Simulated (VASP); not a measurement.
# CdS (Hawleyite): single point with PBE

The system is CdS (Hawleyite).

```
Cd S
1.0
     0.00000    2.93921    2.93921
     2.93921    0.00000    2.93921
     2.93921    2.93921    0.00000
Cd S
1 1
Cartesian
  0.0000 0.0000 0.0000
  1.4696 1.4696 1.4696
```

```
Program                : VASP 6.6.1
Task                   : single point
Functional             : PBE
Potentials or basis    : VASP PAW PBE potentials, release 64 (Cd, S)
Cutoff                 : 520 eV
k mesh                 : 8 × 8 × 8
Occupations            : gaussian, width 0.01 eV
Spin                   : no spin polarisation
Dipole correction      : no
Further INCAR settings : ALGO = Normal; EDIFF = 1e-07; NBANDS = 16
```

The pressure is 1.7 GPa. The band gap on the k mesh is 1.10 eV, direct.

Levels at points of the mesh, in eV from the valence-band top:
| k point | band 7 | band 8 | band 9 | band 10 | band 11 | band 12 |
| --- | --- | --- | --- | --- | --- | --- |
| (0.00, 0.00, 0.00) | 0.00 | 0.00 | 0.00 | 1.10 | 6.55 | 6.55 |
| (0.50, 0.00, 0.00) | -4.26 | -0.72 | -0.72 | 2.98 | 7.01 | 7.01 |
| (0.50, 0.50, 0.00) | -3.85 | -1.80 | -1.80 | 3.59 | 4.32 | 9.14 |

Run time: 49 s on 1 thread of AMD EPYC 7R13 (shared host), peak memory 0.15 GiB.
